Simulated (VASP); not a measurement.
Write the native input for VASP 6.6.1 that does the following.

| Property | Result |
| --- | --- |
| Task | single point |
| Functional | PBE |
| Potentials or basis | VASP PAW PBE potentials, release 64 (I) |
| Cutoff | 520 eV |
| k mesh | 6 × 6 × 3 |
| Occupations | fermi-dirac, width 0.02 eV |
| Spin | no spin polarisation |
| Dipole correction | no |
| Further INCAR settings | ALGO = Normal; EDIFF = 1e-07; NBANDS = 14 |

The structure of I lies in POSCAR:

```
I
1.0
    4.3731717907      0.0000000000      0.0000000000
   -2.1865858953      3.7872778659      0.0000000000
    0.0000000000      0.0000000000      4.7105954723
I
2
Direct
    0.3333333333      0.6666666667      0.2500000000
    0.6666666667      0.3333333333      0.7500000000
```

One way to write it, as run:

INCAR

```
SYSTEM = I
  ALGO = Normal
  EDIFF = 1E-7
  ENCUT = 520
  GGA = PE
  ISIF = 2
  ISMEAR = -1
  LASPH = .TRUE.
  LCHARG = .FALSE.
  LREAL = .FALSE.
  LWAVE = .FALSE.
  NBANDS = 14
  NELM = 100
  PREC = Accurate
  SIGMA = 0.02
```

KPOINTS

```
k-points
0
G
  6 6 3
  0 0 0
```

Potentials or basis: VASP PAW PBE potentials, release 64 (I).

Launch:

```bash
$ cat potpaw_PBE.64/I/POTCAR > POTCAR
$ mpirun -np 1 vasp_std > vasp.out
```

It gave:

```yaml
Pressure: 0.0 GPa
Band_gap_on_the_k_mesh: zero (bands 7 and 8 overlap by 1.18 eV)
```

Caveat: the k points lie up to 0.44 Å⁻¹ apart, too coarse for converged energies and pressures of a metal; spin-orbit coupling is left out, which moves the levels of the heavy elements.

Wall time 18 s on 1 thread of AMD EPYC 7R13, with other jobs on the host, peak memory 0.17 GiB.
